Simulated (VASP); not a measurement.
TiO2, 6 atoms in the cell. The structure is tetragonal, space group P4_2/mnm (No. 136). Conventional cell: a = 4.457 Å, b = 4.457 Å, c = 2.959 Å, α = 90.00°, β = 90.00°, γ = 90.00°. Within 2.5 Å of Ti (site symmetry mmm) lie 6 O at 1.91 to 1.93 Å. O (site symmetry m2m) has 3 Ti at 1.91 to 1.93 Å and 1 O at 2.47 Å within 2.5 Å.  This cell differs from its parent crystal: film at in-plane strain -0.02.

```yaml
Program: VASP 6.6.1
Task: single point
Functional: LDA
Potentials_or_basis: VASP PAW LDA potentials, release 64 (Ti_sv, O)
Cutoff: 520 eV
k_mesh: 6 × 6 × 8
Occupations: gaussian, width 0.01 eV
Spin: no spin polarisation
Dipole_correction: no
Further_INCAR_settings: ALGO = Normal; EDIFF = 1e-07; NBANDS = 33
```

Potentials or basis: VASP PAW LDA potentials, release 64 (Ti_sv, O).

Command:

```console
$ cat potpaw_LDA.64/Ti_sv/POTCAR potpaw_LDA.64/O/POTCAR > POTCAR
$ mpirun -np 1 vasp_std > vasp.out
```

Hardware: 1 thread of Intel Xeon 8259CL, on a shared host.

**Question.** Estimate the wall time of this run.

**Answer.** Run time: 91 s on 1 thread of Intel Xeon 8259CL, with other jobs on the host, peak memory 0.2 GiB. Counts: scf iterations 16, k points 50.
